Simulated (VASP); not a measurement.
Crystal: S.

```
S
1.0
     5.21020    3.00811    1.45818
    -5.21020    3.00811    1.45818
     0.00000   -6.01622    1.45818
S
6
Direct
  0.59428 0.35371 0.24326
  0.24326 0.59428 0.35371
  0.35371 0.24326 0.59428
  0.40572 0.64629 0.75674
  0.75674 0.40572 0.64629
  0.64629 0.75674 0.40572
```

Base run:

```yaml
Program: VASP 6.6.1
Functional: PBEsol
Potentials_or_basis: VASP PAW PBE potentials, release 64 (S)
Cutoff: 520 eV
k_mesh: 8 × 8 × 8
Occupations: fermi-dirac, width 0.05 eV
Spin: no spin polarisation
```

Its results: band gap on the k mesh 2.04 eV (least direct gap 2.15 eV); pressure -0.4 GPa; largest force 0.106 eV/Å.

Problem. The run is repeated on the same cell with these changes: k mesh from 8 × 8 × 8 to 5 × 5 × 5. What comes out?

Solution. Band gap on the k mesh 2.13 eV (least direct gap 2.22 eV); pressure -0.4 GPa; largest force 0.106 eV/Å.

Caveats: this functional lacks dispersion, which holds the molecules together, so the pressure and a relaxed volume are unreliable; the PAW data sets were made with another functional, which shifts forces and pressure a little.

A k mesh can miss the band edges.
